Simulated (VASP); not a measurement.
GaN, 2 atoms in the cell. Symmetry: F-43m, No. 216, cubic system. The conventional cell has a = 4.507 Å, b = 4.507 Å, c = 4.507 Å, α = 90.00°, β = 90.00°, γ = 90.00°. Ga (site symmetry -43m) has 4 N at 1.95 Å within 2.6 Å. Within 2.6 Å of N (site symmetry -43m) lie 4 Ga at 1.95 Å. 

* Program: VASP 6.6.1
* Task: single point
* Functional: PBEsol
* Potentials or basis: VASP PAW PBE potentials, release 64 (Ga_d, N)
* Cutoff: 520 eV
* k mesh: 8 × 8 × 8
* Occupations: gaussian, width 0.01 eV
* Spin: no spin polarisation
* Dipole correction: no
* Further INCAR settings: ALGO = Normal; EDIFF = 1e-07; NBANDS = 16

Potentials or basis: VASP PAW PBE potentials, release 64 (Ga_d, N).

Run with:

```bash
$ cat potpaw_PBE.64/Ga_d/POTCAR potpaw_PBE.64/N/POTCAR > POTCAR
$ mpirun -np 1 vasp_std > vasp.out
```

Hardware: 1 thread of AMD EPYC 7R13 Processor (Zen 3) (shared host).

Estimate the wall time of this run.

Wall time 8.5 s on 1 thread of AMD EPYC 7R13 Processor (Zen 3), on a shared host, peak memory 0.11 GiB. Counts: scf iterations 13, k points 29.
